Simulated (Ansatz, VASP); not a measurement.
# One calculation of Si3N4, two programs

INCAR

```
PREC = Accurate ; ENCUT = 600
EDIFF = 1E-6 ; ISMEAR = 0
SIGMA = 0.02 ; LREAL = False
LASPH = True ; NELM = 60
ALGO = Normal ; ISIF = 3
LWAVE = False ; LCHARG = False
GGA = PE ; IVDW = 12
IBRION = 2 ; NSW = 70
EDIFFG = -0.005
```

KPOINTS

```
Automatic mesh
0
Gamma
  6 6 6
```

File POSCAR:

```
Si3N4
1.0
    0.0000000000      3.8946186227      3.8946186227
    3.8946186227      0.0000000000      3.8946186227
    3.8946186227      3.8946186227      0.0000000000
Si N
6 8
Direct
    0.1250000000      0.1250000000      0.6250000000
    0.1250000000      0.6250000000      0.1250000000
    0.6250000000      0.1250000000      0.1250000000
    0.1250000000      0.1250000000      0.1250000000
    0.7500000000      0.7500000000      0.7500000000
    0.5000000000      0.5000000000      0.5000000000
    0.3675422916      0.3675422916      0.3675422916
    0.3526268749      0.8824577084      0.8824577084
    0.8824577084      0.8824577084      0.3526268749
    0.8824577084      0.3526268749      0.8824577084
    0.3675422916      0.3675422916      0.8973731251
    0.3675422916      0.8973731251      0.3675422916
    0.8824577084      0.8824577084      0.8824577084
    0.8973731251      0.3675422916      0.3675422916
```

Input for Ansatz:

```yaml
crystal:
  lattice:
    - [0.0, 3.8946186227, 3.8946186227]
    - [3.8946186227, 0.0, 3.8946186227]
    - [3.8946186227, 3.8946186227, 0.0]
  atoms:
    - { symbol: Si, position: [0.125, 0.125, 0.625] }
    - { symbol: Si, position: [0.125, 0.625, 0.125] }
    - { symbol: Si, position: [0.625, 0.125, 0.125] }
    - { symbol: Si, position: [0.125, 0.125, 0.125] }
    - { symbol: Si, position: [0.75, 0.75, 0.75] }
    - { symbol: Si, position: [0.5, 0.5, 0.5] }
    - { symbol: "N", position: [0.3675422916, 0.3675422916, 0.3675422916] }
    - { symbol: "N", position: [0.3526268749, 0.8824577084, 0.8824577084] }
    - { symbol: "N", position: [0.8824577084, 0.8824577084, 0.3526268749] }
    - { symbol: "N", position: [0.8824577084, 0.3526268749, 0.8824577084] }
    - { symbol: "N", position: [0.3675422916, 0.3675422916, 0.8973731251] }
    - { symbol: "N", position: [0.3675422916, 0.8973731251, 0.3675422916] }
    - { symbol: "N", position: [0.8824577084, 0.8824577084, 0.8824577084] }
    - { symbol: "N", position: [0.8973731251, 0.3675422916, 0.3675422916] }
basis:
  ecutwfc: 420
kpoints:
  mp_grid: { grid: [6, 6, 6] }
hamiltonian:
  xc: pbe
  dispersion: d3bj
scf:
  occupations: { method: gaussian, width: 0.02 }
output:
  forces: true
  stress: true
  eigenvalues: true
relax:
  adjacent_minimum: "off"
  f_tol: 0.005
  max_steps: 50
  cell: { stress_tol: 0.05 }
```

Alike in both runs: task relaxation of cell and atoms; functional PBE; dispersion D3(BJ); k mesh 6 × 6 × 6; occupations gaussian, width 0.02 eV; no spin polarisation.

```csv
,VASP,Ansatz
version,VASP 6.6.1,Ansatz 0.2.0
potentials or method,"VASP PAW PBE potentials, release 64 (Si, N), cutoff 600 eV","scalar-relativistic, plane waves, PAW"
valence electrons in the cell,64,64
```

|  | VASP | Ansatz | Ansatz less VASP |
| --- | --- | --- | --- |
| gap on the k mesh at the Fermi level, each at its own relaxed structure (eV) | 3.42 | 3.42 | +0.008 |
| relaxed volume (Å³/atom) | 8.26 | 8.27 | +0.007 |
| relaxed cell length with the largest relative difference (Å) | 5.468 | 5.470 | +0.0016 |
